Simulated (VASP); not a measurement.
# Ge (P6_3/mmc) in VASP: notebook, part 2 of 2

VASP 6.6.1. Earlier steps stand in the parts before.

### 3 Single point, PBE

This run uses another cell than the first one: it holds 4 atoms, not 8.

INCAR reads:

```
SYSTEM = Ge
  ALGO = Normal
  EDIFF = 1E-6
  ENCUT = 520
  GGA = PE
  ISIF = 2
  ISMEAR = 0
  LASPH = .TRUE.
  LCHARG = .FALSE.
  LREAL = .FALSE.
  LWAVE = .FALSE.
  NBANDS = 36
  NELM = 80
  PREC = Accurate
  SIGMA = 0.1
```

KPOINTS reads:

```
k-points
0
G
  12 12 8
  0 0 0
```

POSCAR reads:

```
Ge
1.0
    4.0582101360     -0.0000002928      0.0000000000
   -2.0291048144      3.5145132181      0.0000000000
    0.0000000000      0.0000000000      6.6913928867
Ge
4
Direct
    0.0000000000      0.0000000000      0.0002580540
    0.0000000000      0.0000000000      0.3747419460
    0.3333333333      0.6666666667      0.5002580540
    0.3333333333      0.6666666667      0.8747419460
```

Potentials or basis: VASP PAW PBE potentials, release 64 (Ge_d).

Launch:

```sh
cat potpaw_PBE.64/Ge_d/POTCAR > POTCAR
mpirun -np 1 vasp_std > vasp.out
```

OUTCAR:

```text
SYSTEM = Ge
   EDIFF = 1E-6
   ENCUT = 520
   GGA = PE
   ISIF = 2
   ISMEAR = 0
   LASPH = .TRUE.
   LREAL = .FALSE.
   NELM = 80
   PREC = Accurate

 ion  position               nearest neighbor table
   1  0.000  0.000  0.000-   4 2.49   4 2.49   4 2.49   2 2.51
   2  0.000  0.000  0.375-   3 2.49   3 2.49   3 2.49   1 2.51
   3  0.333  0.667  0.500-   2 2.49   2 2.49   2 2.49   4 2.51
   4  0.333  0.667  0.875-   1 2.49   1 2.49   1 2.49   3 2.51

  LATTYP: Found a hexagonal cell.
 ALAT       =     4.0582101360
 C/A-ratio  =     1.6488532290

  Lattice vectors:

 A1 = (   4.0582101360,  -0.0000002928,   0.0000000000)
 A2 = (  -2.0291048144,   3.5145132181,   0.0000000000)
 A3 = (   0.0000000000,   0.0000000000,   6.6913928867)

Analysis of symmetry for initial positions (statically):
=====================================================================
 Subroutine PRICEL returns:
 Original cell was already a primitive cell.

 Routine SETGRP: Setting up the symmetry group for a
 hexagonal supercell.

 Subroutine GETGRP returns: Found 24 space group operations
 (whereof  6 operations were pure point group operations)
 out of a pool of 24 trial point group operations.

The static configuration has the point symmetry C_3v.
 The point group associated with its full space group is D_6h.

Analysis of symmetry for dynamics (positions and initial velocities):
=====================================================================
 Subroutine PRICEL returns:
 Original cell was already a primitive cell.

 Routine SETGRP: Setting up the symmetry group for a
 hexagonal supercell.

 Subroutine GETGRP returns: Found 24 space group operations
 (whereof  6 operations were pure point group operations)
 out of a pool of 24 trial point group operations.

The dynamic configuration has the point symmetry C_3v.
 The point group associated with its full space group is D_6h.

 Subroutine INISYM returns: Found 24 space group operations
 (whereof  6 operations are pure point group operations),
 and found     1 'primitive' translations

----------------------------------------------------------------------------------------

                                     Primitive cell

  volume of cell :      95.4369

  direct lattice vectors                    reciprocal lattice vectors
     4.058210136 -0.000000293  0.000000000     0.246414061  0.142267201  0.000000000
    -2.029104814  3.514513218  0.000000000     0.000000021  0.284534438  0.000000000
     0.000000000  0.000000000  6.691392887     0.000000000  0.000000000  0.149445716

  length of vectors
     4.058210136  4.058210136  6.691392887     0.284534438  0.284534438  0.149445716

  position of ions in fractional coordinates (direct lattice)
     0.000000000  0.000000000  0.000258054
     0.000000000  0.000000000  0.374741946
     0.333333333  0.666666667  0.500258054
     0.333333333  0.666666667  0.874741946

  ion indices of the primitive-cell ions
   primitive index   ion index
                 1           1
                 2           2
                 3           3
                 4           4

----------------------------------------------------------------------------------------

 KPOINTS: k-points

Automatic generation of k-mesh.
 Grid dimensions read from file:
 generate k-points for:   12   12    8

 Generating k-lattice:

  Cartesian coordinates                     Fractional coordinates (reciprocal lattice)
     0.020534505  0.011855600  0.000000000     0.083333333  0.000000000  0.000000000
     0.000000002  0.023711203  0.000000000     0.000000000  0.083333333  0.000000000
     0.000000000  0.000000000  0.018680714     0.000000000  0.000000000  0.125000000

  Length of vectors
     0.023711203  0.023711203  0.018680714

  Shift w.r.t. Gamma in fractional coordinates (k-lattice)
     0.000000000  0.000000000  0.000000000

 Subroutine IBZKPT returns following result:
 ===========================================

 Found     95 irreducible k-points:

 Following reciprocal coordinates:
            Coordinates               Weight
  0.000000  0.000000  0.000000      1.000000
  0.083333 -0.000000  0.000000      6.000000
  0.166667 -0.000000  0.000000      6.000000
  0.250000 -0.000000  0.000000      6.000000
  0.333333 -0.000000  0.000000      6.000000
  0.416667  0.000000  0.000000      6.000000
[... 16 lines left out ...]
  0.250000 -0.000000  0.125000     12.000000
  0.333333 -0.000000  0.125000     12.000000
 [... further k-points ...]
   k-points           NKPTS =     95   k-points in BZ     NKDIM =     95   number of bands    NBANDS=     36
   number of dos      NEDOS =    301   number of ions     NIONS =      4
   total plane-waves  NPLWV =  45000
   dimension x,y,z NGX =    30 NGY =   30 NGZ =   50
   dimension x,y,z NGXF=    60 NGYF=   60 NGZF=  100
   ions per type =               4
   NGX,Y,Z   is equivalent  to a cutoff of  12.29, 12.29, 12.42 a.u.
   NGXF,Y,Z  is equivalent  to a cutoff of  24.58, 24.58, 24.84 a.u.
 SYSTEM =  Ge
   PREC   = accura    normal or accurate (medium, high low for compatibility)
   ISTART =      0    job   : 0-new  1-cont  2-samecut
   ICHARG =      2    charge: 1-file 2-atom 10-const
   ISPIN  =      1    spin polarized calculation?
   LNONCOLLINEAR =      F non collinear calculations
   LSORBIT =      F    spin-orbit coupling
   LASPH  =      T    aspherical Exc in radial PAW
   ENCUT  =  520.0 eV  38.22 Ry    6.18 a.u.   7.55  7.55 12.44*2*pi/ulx,y,z
   NELM   =     80;   NELMIN=  2; NELMDL= -5     # of ELM steps
   EDIFF  = 0.1E-05   stopping-criterion for ELM
   LREAL  =      F    real-space projection
   EDIFFG = 0.1E-04   stopping-criterion for IOM
   NSW    =      0    number of steps for IOM
   IBRION =     -1    ionic relax: 0-MD 1-quasi-New 2-CG
   NFREE  =      0    steps in history (QN), initial steepest desc. (CG)
   ISIF   =      2    stress and relaxation
   ISYM   =      2    0-nonsym 1-usesym 2-fastsym
   POTIM  = 0.5000    time-step for ionic-motion
   TEBEG  =    0.0;   TEEND  =   0.0 temperature during run
   PSTRESS=    0.0 pullay stress
   NELECT =      56.0000    total number of electrons
   NUPDOWN=      -1.0000    fix difference up-down
   EMIN   =  10.00;   EMAX   =-10.00  energy-range for DOS
   EFERMI =   0.00;   METHOD = LEGACY
   ISMEAR =     0;   SIGMA  =   0.10  broadening in eV -4-tet -1-fermi 0-gaus
   EFERMI_NEDOS =   21; number of points for ismear=-14 and -15
   IALGO  =     38    algorithm
   IMIX   =      4    mixing-type and parameters
     AMIX     =   0.40;   BMIX     =  1.00
     AMIX_MAG =   1.60;   BMIX_MAG =  1.00
  volume/ion in A,a.u.               =      23.86       161.01
  Fermi-wavevector in a.u.,A,eV,Ry     =   1.370562  2.589987 25.557740  1.878441
  Thomas-Fermi vector in A             =   2.496337
   LORBIT       =      0    0 simple, 1 ext, 2 COOP (PROOUT), +10 PAW based schemes
   GGA     = PE    functional components
   LHFCALC =     F    Hartree Fock is set to
   AEXX    =    0.0000 exact exchange contribution
   IVDW    =     0    specifies the selected vdW correction
   LEPSILON=     F    determine dielectric tensor
   LRPA    =     F    only Hartree local field effects (RPA)
 non-spin polarized calculation
 Gauss-broadening in eV      SIGMA  =   0.10
  energy-cutoff  :      520.00
  volume of cell :       95.44
 maximum number of plane-waves:      2597
   NGX = 15   NGY = 15   NGZ = 25

 number of electron      55.9999974 magnetization

 Free energy of the ion-electron system (eV)
  ---------------------------------------------------
  ext. energy  EPLUGINS =         0.00000000
  ---------------------------------------------------
  free energy    TOTEN  =       -18.00278203 eV

  energy without entropy =      -18.00217109  energy(sigma->0) =      -18.00247656

 E-fermi :   4.5549     XC(G=0):  -9.6731

 val. band max:        4.5514031253   @ k =   0.0000   0.0000   0.1250
 cond. band min:       4.6485853201   @ k =   0.0000   0.0000   0.0000
 fundamental gap:      0.0971821948
 Fermi energy:         4.5549374372

 k-point     1 :       0.0000    0.0000    0.0000
  band No.  band energies     occupation
      1     -20.2870      2.00000
      2     -20.2870      2.00000
      3     -20.2536      2.00000
      4     -20.2534      2.00000
      5     -20.2534      2.00000
      6     -20.2409      2.00000
[... 28 lines left out ...]
     35       9.0081      0.00000
     36      10.6180      0.00000
[... 866 lines left out ...]
      6     -20.2173      2.00000
[... 28 lines left out ...]
     35      11.3163      0.00000
     36      12.0833      0.00000

 [... further k-points ...]
[... 5 lines left out ...]
  --------------------------------------------------------------------------------------
  -------------------------------------------------------------------------------------
  Total       -0.0393685     -0.0393685     -0.0257884     -0.0000000      0.0000000      0.0000000
  in kB       -0.6609119     -0.6609119     -0.4329307     -0.0000000      0.0000000      0.0000000
  external PRESSURE =      -0.5849182 kB  Pullay stress =       0.0000000 kB

 VOLUME and BASIS-vectors are now :
 -----------------------------------------------------------------------------
  energy-cutoff  :      520.00
  volume of cell :       95.44
      direct lattice vectors                 reciprocal lattice vectors
     4.058210136 -0.000000293  0.000000000     0.246414061  0.142267201  0.000000000
    -2.029104814  3.514513218  0.000000000     0.000000021  0.284534438  0.000000000
     0.000000000  0.000000000  6.691392887     0.000000000  0.000000000  0.149445716

 POSITION                                       TOTAL-FORCE (eV/Angst)
 -----------------------------------------------------------------------------------
      0.00000      0.00000      0.00173        -0.000000     -0.000000     -0.000140
      0.00000      0.00000      2.50755        -0.000000      0.000000      0.000140
      0.00000      2.34301      3.34742        -0.000000     -0.000000     -0.000140
      0.00000      2.34301      5.85324         0.000000      0.000000      0.000140
 -----------------------------------------------------------------------------------
    total drift:                                0.000000      0.000000      0.000309

  FREE ENERGIE OF THE ION-ELECTRON SYSTEM (eV)
  ---------------------------------------------------
  free  energy   TOTEN  =       -18.0027820280 eV

  energy  without entropy=      -18.0021710904  energy(sigma->0) =      -18.00247656
```

stdout:

```text
POSCAR found type information on POSCAR Ge
 POSCAR found :  1 types and       4 ions
 scaLAPACK will be used
 LDA part: xc-table for (Slater+PW92), standard interpolation
 POSCAR, INCAR and KPOINTS ok, starting setup
 FFT: planning ... GRIDC
 FFT: planning ... GRID_SOFT
 FFT: planning ... GRID
 WAVECAR not read
 entering main loop
```

Run time: 4 min. Hardware: 1 thread of Intel Xeon Platinum 8375C at 2.90GHz (Ice Lake), shared host; peak memory 0.35 GiB.

What came out:

* Free energy: -18.0028 eV
* Pressure: -0.1 GPa
* Band gap on the k mesh: zero (bands 28 and 29 overlap by 0.01 eV)

Levels at points of the mesh, in eV from the Fermi level:
```csv
k point,band 26,band 27,band 28,band 29,band 30,band 31
"(0.00, 0.00, 0.00)",-0.41,-0.21,-0.15,0.09,0.09,2.25
"(0.50, 0.00, 0.00)",-2.93,-2.65,-1.39,0.57,1.51,3.57
"(0.00, 0.00, 0.50)",-0.83,-0.83,-0.83,0.53,0.53,3.32
"(0.50, 0.00, 0.50)",-2.44,-2.30,-2.30,0.50,0.50,2.15
```

Caveat: semilocal functionals underestimate gaps, and a narrow one can read as zero.

The gap in the log of VASP goes by the Fermi energy; the results here count the filled bands.